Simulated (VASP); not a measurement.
# GaN (I4/mmm) in VASP: notebook

Runs on GaN. Level: LDA. Tasks: single point.

Everything below comes from runs of VASP 6.6.1. Logs are shortened: lines on timing, memory, paths and dates and some standing lists are left out, and cuts for length are marked.

## (1) The cell of the first run

The structure is tetragonal, space group I4/mmm (No. 139). The conventional cell has a = 2.974 Å, b = 2.974 Å, c = 4.399 Å, α = 90.00°, β = 90.00°, γ = 90.00°. Ga (site symmetry 4/mmm) has 6 N at 2.10 to 2.20 Å within 2.8 Å. N (site symmetry 4/mmm) has 6 Ga at 2.10 to 2.20 Å within 2.8 Å.

## (2) Single point, LDA (strain -0.015 along x and y, +0.030 along z)

INCAR

```
SYSTEM = GaN
  ALGO = Normal
  EDIFF = 1E-6
  ENCUT = 520
  ISIF = 2
  ISMEAR = 0
  LASPH = .True.
  LCHARG = .True.
  LELF = .True.
  LREAL = .False.
  LVHAR = .True.
  LWAVE = .False.
  NBANDS = 16
  NELM = 100
  PREC = Accurate
  SIGMA = 0.03
```

KPOINTS

```
k-points
0
Gamma
  14 14 14
  0 0 0
```

POSCAR

```
GaN
1.0
    0.0000000000      2.1032064750      2.1992920500
    2.1032064750      0.0000000000      2.1992920500
    2.1032064750      2.1032064750      0.0000000000
Ga N
1 1
Direct
    0.0000000000      0.0000000000      0.0000000000
    0.5000000000      0.5000000000      0.5000000000
```

Potentials or basis: VASP PAW LDA potentials, release 64 (Ga_d, N).

On the command line:

```console
$ cat potpaw_LDA.64/Ga_d/POTCAR potpaw_LDA.64/N/POTCAR > POTCAR
$ mpirun -np 1 vasp_std > vasp.out
```

OUTCAR:

```text
SYSTEM = GaN
   EDIFF = 1E-6
   ENCUT = 520
   ISIF = 2
   ISMEAR = 0
   LASPH = .True.
   LREAL = .False.
   NELM = 100
   PREC = Accurate

 ion  position               nearest neighbor table
   1  0.000  0.000  0.000-   2 2.10   2 2.10   2 2.10   2 2.10   2 2.20   2 2.20
   2  0.500  0.500  0.500-   1 2.10   1 2.10   1 2.10   1 2.10   1 2.20   1 2.20

  LATTYP: Found a body centered tetragonal cell.
 ALAT       =     2.9743831214
 C/A-ratio  =     1.4788223038

  Lattice vectors:

 A1 = (  -2.1032064750,   0.0000000000,   2.1992920500)
 A2 = (   2.1032064750,   0.0000000000,   2.1992920500)
 A3 = (   0.0000000000,   2.1032064750,  -2.1992920500)

Analysis of symmetry for initial positions (statically):
=====================================================================
 Subroutine PRICEL returns:
 Original cell was already a primitive cell.

 Routine SETGRP: Setting up the symmetry group for a
 body centered tetragonal supercell.

 Subroutine GETGRP returns: Found 16 space group operations
 (whereof 16 operations were pure point group operations)
 out of a pool of 16 trial point group operations.

The static configuration has the point symmetry D_4h.

Analysis of symmetry for dynamics (positions and initial velocities):
=====================================================================
 Subroutine PRICEL returns:
 Original cell was already a primitive cell.

 Routine SETGRP: Setting up the symmetry group for a
 body centered tetragonal supercell.

 Subroutine GETGRP returns: Found 16 space group operations
 (whereof 16 operations were pure point group operations)
 out of a pool of 16 trial point group operations.

The dynamic configuration has the point symmetry D_4h.

 Subroutine INISYM returns: Found 16 space group operations
 (whereof 16 operations are pure point group operations),
 and found     1 'primitive' translations

----------------------------------------------------------------------------------------

                                     Primitive cell

  volume of cell :      19.4570

  direct lattice vectors                    reciprocal lattice vectors
     0.000000000  2.103206475  2.199292050    -0.237732246  0.237732246  0.227345886
     2.103206475  0.000000000  2.199292050     0.237732246 -0.237732246  0.227345886
     2.103206475  2.103206475  0.000000000     0.237732246  0.237732246 -0.227345886

  length of vectors
     3.043084455  3.043084455  2.974383121     0.405856371  0.405856371  0.405856371

[... 80 lines left out ...]
   EDIFF  = 0.1E-05   stopping-criterion for ELM
   LREAL  =      F    real-space projection
   EDIFFG = 0.1E-04   stopping-criterion for IOM
   NSW    =      0    number of steps for IOM
   IBRION =     -1    ionic relax: 0-MD 1-quasi-New 2-CG
   NFREE  =      0    steps in history (QN), initial steepest desc. (CG)
   ISIF   =      2    stress and relaxation
   ISYM   =      2    0-nonsym 1-usesym 2-fastsym
   POTIM  = 0.5000    time-step for ionic-motion
   TEBEG  =    0.0;   TEEND  =   0.0 temperature during run
   PSTRESS=    0.0 pullay stress
   NELECT =      18.0000    total number of electrons
   NUPDOWN=      -1.0000    fix difference up-down
   EMIN   =  10.00;   EMAX   =-10.00  energy-range for DOS
   EFERMI =   0.00;   METHOD = LEGACY
   ISMEAR =     0;   SIGMA  =   0.03  broadening in eV -4-tet -1-fermi 0-gaus
   EFERMI_NEDOS =   21; number of points for ismear=-14 and -15
   IALGO  =     38    algorithm
   IMIX   =      4    mixing-type and parameters
     AMIX     =   0.40;   BMIX     =  1.00
     AMIX_MAG =   1.60;   BMIX_MAG =  1.00
  volume/ion in A,a.u.               =       9.73        65.65
  Fermi-wavevector in a.u.,A,eV,Ry     =   1.595169  3.014433 34.620906  2.544565
  Thomas-Fermi vector in A             =   2.693130
   LORBIT       =      0    0 simple, 1 ext, 2 COOP (PROOUT), +10 PAW based schemes
   GGA     = CA    functional components
   LHFCALC =     F    Hartree Fock is set to
   AEXX    =    0.0000 exact exchange contribution
   IVDW    =     0    specifies the selected vdW correction
   LEPSILON=     F    determine dielectric tensor
   LRPA    =     F    only Hartree local field effects (RPA)
 non-spin polarized calculation
 Gauss-broadening in eV      SIGMA  =   0.03
  energy-cutoff  :      520.00
  volume of cell :       19.46
 maximum number of plane-waves:       548
   NGX = 11   NGY = 11   NGZ = 11

 number of electron      18.0000004 magnetization

 Free energy of the ion-electron system (eV)
  ---------------------------------------------------
  ext. energy  EPLUGINS =         0.00000000
  ---------------------------------------------------
  free energy    TOTEN  =       -13.02920823 eV

  energy without entropy =      -13.02918813  energy(sigma->0) =      -13.02919818

 E-fermi :   7.3840     XC(G=0): -13.3034

 val. band max:        7.3478140836   @ k =  -0.2143   0.1429   0.0000
 cond. band min:       7.4034267626   @ k =   0.5000   0.0000   0.5000
 fundamental gap:      0.0556126790
 Fermi energy:         7.3840270114

 k-point     1 :       0.0000    0.0000    0.0000
  band No.  band energies     occupation
      1      -9.6169      2.00000
      2      -6.8226      2.00000
      3      -6.7982      2.00000
      4      -6.7982      2.00000
      5      -6.7408      2.00000
      6      -6.6878      2.00000
[... 433 lines left out ...]
      3      -6.7897      2.00000
      4      -6.7601      2.00000
      5      -6.6465      2.00000
      6      -6.5837      2.00000
[... 8 lines left out ...]
     15      26.2575      0.00000
     16      27.5805      0.00000

 [... further k-points ...]

------------------------ aborting loop because EDIFF is reached ----------------------------------------

  FORCE on cell =-STRESS in cart. coord.  units (eV):
  Direction    XX          YY          ZZ          XY          YZ          ZX
  --------------------------------------------------------------------------------------
  -------------------------------------------------------------------------------------
  Total       -1.1897546     -1.1897546     -1.8883829      0.0000000      0.0000000      0.0000000
  in kB      -97.9695819    -97.9695819   -155.4976799      0.0000000      0.0000000      0.0000000
  external PRESSURE =    -117.1456145 kB  Pullay stress =       0.0000000 kB

 VOLUME and BASIS-vectors are now :
 -----------------------------------------------------------------------------
  energy-cutoff  :      520.00
  volume of cell :       19.46
      direct lattice vectors                 reciprocal lattice vectors
     0.000000000  2.103206475  2.199292050    -0.237732246  0.237732246  0.227345886
     2.103206475  0.000000000  2.199292050     0.237732246 -0.237732246  0.227345886
     2.103206475  2.103206475  0.000000000     0.237732246  0.237732246 -0.227345886

 POSITION                                       TOTAL-FORCE (eV/Angst)
 -----------------------------------------------------------------------------------
      0.00000      0.00000      0.00000        -0.000000      0.000000      0.000000
      2.10321      2.10321      2.19929         0.000000     -0.000000     -0.000000
 -----------------------------------------------------------------------------------
    total drift:                                0.000000     -0.000000     -0.000000

  FREE ENERGIE OF THE ION-ELECTRON SYSTEM (eV)
  ---------------------------------------------------
  free  energy   TOTEN  =       -13.0292082272 eV

  energy  without entropy=      -13.0291881272  energy(sigma->0) =      -13.02919818
```

stdout:

```text
POSCAR found type information on POSCAR GaN
 POSCAR found :  2 types and       2 ions
 scaLAPACK will be used
 LDA part: xc-table for (Slater(with rela. corr.)+CA(PZ))
 , standard interpolation
 POSCAR, INCAR and KPOINTS ok, starting setup
 FFT: planning ... GRIDC
 FFT: planning ... GRID_SOFT
 FFT: planning ... GRID
 WAVECAR not read
 entering main loop
```

Run time: 70 s. Hardware: 1 thread of Intel Xeon 8259CL, shared host; peak memory 0.19 GiB.

What came out:

* Free energy: -13.0292 eV
* Pressure: -11.7 GPa
* Band gap on the k mesh: 0.06 eV (least direct gap 2.22 eV)

Stress tensor (GPa, compression positive):
```
 -9.80   0.00   0.00
  0.00  -9.80   0.00
  0.00   0.00 -15.55
```

Caveat: the cell differs from its parent crystal (strain -0.015 along x and y, +0.030 along z); the cell stands under tension.

## (3) Single point, LDA (strain +0.000 along x and y, +0.015 along z)

INCAR

```
SYSTEM = GaN
PREC = Accurate
ENCUT = 520
EDIFF = 1E-7
ISMEAR = 0
SIGMA = 0.03
LREAL = .False.
LASPH = .True.
NELM = 100
ALGO = Normal
ISIF = 2
LWAVE = .False.
LCHARG = .True.
GGA = CA
LELF = .True.
LVHAR = .True.
NBANDS = 16
```

KPOINTS

```
Automatic mesh
0
Gamma
  14 14 14
  0 0 0
```

POSCAR

```
GaN
1.0
    0.0000000000      2.1352350000      2.1672635250
    2.1352350000      0.0000000000      2.1672635250
    2.1352350000      2.1352350000      0.0000000000
Ga N
1 1
Direct
    0.0000000000      0.0000000000      0.0000000000
    0.5000000000      0.5000000000      0.5000000000
```

Potentials or basis: VASP PAW LDA potentials, release 64 (Ga_d, N).

On the command line:

```console
$ cat potpaw_LDA.64/Ga_d/POTCAR potpaw_LDA.64/N/POTCAR > POTCAR
$ mpirun -np 1 vasp_std > vasp.out
```

Wall time 73 s (1 thread of Intel Xeon 8259CL, shared host); peak memory 0.19 GiB.

It converged, with:

* Free energy: -13.0124 eV
* Pressure: -15.2 GPa
* Band gap on the k mesh: 0.07 eV (least direct gap 2.18 eV)

Stress tensor (GPa, compression positive):
```
-14.63   0.00   0.00
  0.00 -14.63   0.00
  0.00   0.00 -16.34
```

Levels at points of the mesh, in eV from the valence-band top:
```tsv
k point	band 5	band 6	band 7	band 8	band 9	band 10	band 11	band 12	band 13	band 14
(0.00, 0.00, 0.00)	-14.05	-14.03	-0.54	-0.54	-0.41	1.77	14.30	14.41	14.41	14.48
(0.50, 0.00, 0.00)	-13.92	-13.71	-8.12	-0.22	-0.16	4.45	8.49	8.63	8.76	15.78
(0.50, 0.50, 0.00)	-13.88	-11.07	-6.87	-2.87	-2.87	0.22	7.81	11.18	13.78	13.78
(0.50, 0.00, 0.50)	-13.87	-10.92	-6.84	-3.06	-2.85	0.07	7.64	11.37	13.40	13.84
```

Caveat: the cell differs from its parent crystal (strain +0.000 along x and y, +0.015 along z); the cell stands under tension. A k mesh can miss the band edges.

## (4) Single point, LDA (strain +0.000 along x and y, +0.030 along z)

INCAR

```
  ALGO = Normal
  EDIFF = 1E-6
  ENCUT = 520
  ISIF = 2
  ISMEAR = 0
  LASPH = T
  LCHARG = F
  LREAL = F
  LWAVE = F
  NBANDS = 16
  NELM = 100
  PREC = Accurate
  SIGMA = 0.03
```

KPOINTS

```
k-points
0
Gamma
  14 14 14
```

POSCAR

```
GaN
1.0
    0.0000000000      2.1352350000      2.1992920500
    2.1352350000      0.0000000000      2.1992920500
    2.1352350000      2.1352350000      0.0000000000
Ga N
1 1
Direct
    0.0000000000      0.0000000000      0.0000000000
    0.5000000000      0.5000000000      0.5000000000
```

On the command line:

```console
$ cat potpaw_LDA.64/Ga_d/POTCAR potpaw_LDA.64/N/POTCAR > POTCAR
$ mpirun -np 1 vasp_std > vasp.out
```

Run time: 61 s. Hardware: 1 thread of Intel Xeon 8259CL, shared host; peak memory 0.19 GiB.

It converged, with:

```yaml
Free_energy: -12.9800 eV
Pressure: -17.3 GPa
Band_gap_on_the_k_mesh: zero (bands 9 and 10 overlap by 0.06 eV)
```

Stress tensor (GPa, compression positive):
```
-16.39   0.00   0.00
  0.00 -16.39   0.00
  0.00   0.00 -19.24
```

Levels at points of the mesh, in eV from the Fermi level:
```csv
k point,band 7,band 8,band 9,band 10,band 11,band 12
"(0.00, 0.00, 0.00)",-0.60,-0.60,-0.34,1.59,13.90,14.12
"(0.50, 0.00, 0.00)",-8.07,-0.28,-0.15,4.34,8.28,8.43
"(0.50, 0.50, 0.00)",-6.80,-2.80,-2.80,0.21,7.88,10.89
"(0.50, 0.00, 0.50)",-6.75,-3.16,-2.75,-0.08,7.56,11.26
```

Caveat: the cell differs from its parent crystal (strain +0.000 along x and y, +0.030 along z); the cell stands under tension; semilocal functionals underestimate gaps, so a narrow gap can read as zero.

## (5) Single point, LDA (strain +0.030 along x and y, +0.000 along z)

INCAR

```
SYSTEM = GaN
ALGO     = Normal         ! electronic algorithm
EDIFF    = 1E-7           ! SCF threshold, eV
ENCUT    = 520            ! plane-wave cutoff, eV
GGA      = CA             ! functional
ISIF     = 2              ! what is computed and relaxed
ISMEAR   = 0              ! smearing method
LASPH    = .True.         ! aspherical terms in the spheres
LCHARG   = .True.         ! write CHGCAR
LELF     = .True.         ! ELF
LREAL    = .False.        ! projectors in reciprocal space
LVHAR    = .True.       
LWAVE    = .False.        ! write WAVECAR
NBANDS   = 16             ! bands
NELM     = 100            ! most SCF steps
PREC     = Accurate       ! precision mode
SIGMA    = 0.03           ! smearing width, eV
```

KPOINTS

```
k-points
0
Gamma
  14 14 14
  0 0 0
```

POSCAR

```
GaN
1.0
    0.0000000000      2.1992920500      2.1352350000
    2.1992920500      0.0000000000      2.1352350000
    2.1992920500      2.1992920500      0.0000000000
Ga N
1 1
Direct
    0.0000000000      0.0000000000      0.0000000000
    0.5000000000      0.5000000000      0.5000000000
```

On the command line:

```console
$ cat potpaw_LDA.64/Ga_d/POTCAR potpaw_LDA.64/N/POTCAR > POTCAR
$ mpirun -np 1 vasp_std > vasp.out
```

It took 88 s on 1 thread of Intel Xeon 8259CL, shared host; peak memory 0.19 GiB.

The run converged. Its results:

| Property | Result |
| --- | --- |
| Free energy | -12.9062 eV |
| Pressure | -21.8 GPa |
| Band gap on the k mesh | zero (bands 9 and 10 overlap by 0.29 eV) |

Stress tensor (GPa, compression positive):
```
-22.61   0.00   0.00
  0.00 -22.61   0.00
  0.00   0.00 -20.29
```

Levels at points of the mesh, in eV from the Fermi level:
```
           k point  band 5  band 6  band 7  band 8  band 9  band 10  band 11  band 12  band 13  band 14
(0.00, 0.00, 0.00)  -14.09  -14.06   -0.66   -0.38   -0.38     1.29    13.90    13.90    14.05    14.05
(0.50, 0.00, 0.00)  -13.96  -13.49   -7.90   -0.26   -0.15     4.24     8.09     8.10     8.67    15.37
(0.50, 0.50, 0.00)  -13.92  -10.86   -6.50   -2.89   -2.89    -0.31     7.43    11.12    12.93    12.93
(0.50, 0.00, 0.50)  -13.92  -11.14   -6.55   -2.94   -2.53    -0.05     7.76    10.74    12.81    13.65
```

Caveat: the cell differs from its parent crystal (strain +0.030 along x and y, +0.000 along z); the cell stands under tension; semilocal functionals underestimate gaps, so a narrow gap can read as zero.

## (6) The runs side by side

| cell | gap on the mesh (eV) | pressure (GPa) |
| --- | --- | --- |
| a = 3.043, b = 3.043, c = 2.974 Å, angles 60.7, 60.7, 58.5°, 2 atoms | 0.06 | -11.7 |
| a = 3.042, b = 3.042, c = 3.020 Å, angles 60.2, 60.2, 59.5°, 2 atoms | 0.07 | -15.2 |
| a = 3.065, b = 3.065, c = 3.020 Å, angles 60.5, 60.5, 59.0°, 2 atoms | none | -17.3 |
| a = 3.065, b = 3.065, c = 3.110 Å, angles 59.5, 59.5, 61.0°, 2 atoms | none | -21.8 |

Alike in all rows: task single point; level LDA; potentials or basis VASP PAW LDA potentials, release 64 (Ga_d, N); no spin polarisation; k mesh 14 × 14 × 14; cutoff (eV) 520; smearing gaussian 0.03 eV.

Caveats: the cell stands under tension; semilocal functionals underestimate gaps, so a narrow gap can read as zero (at least some runs).

Total energies depend on the potentials used, so only differences within one code and one set of settings carry meaning.
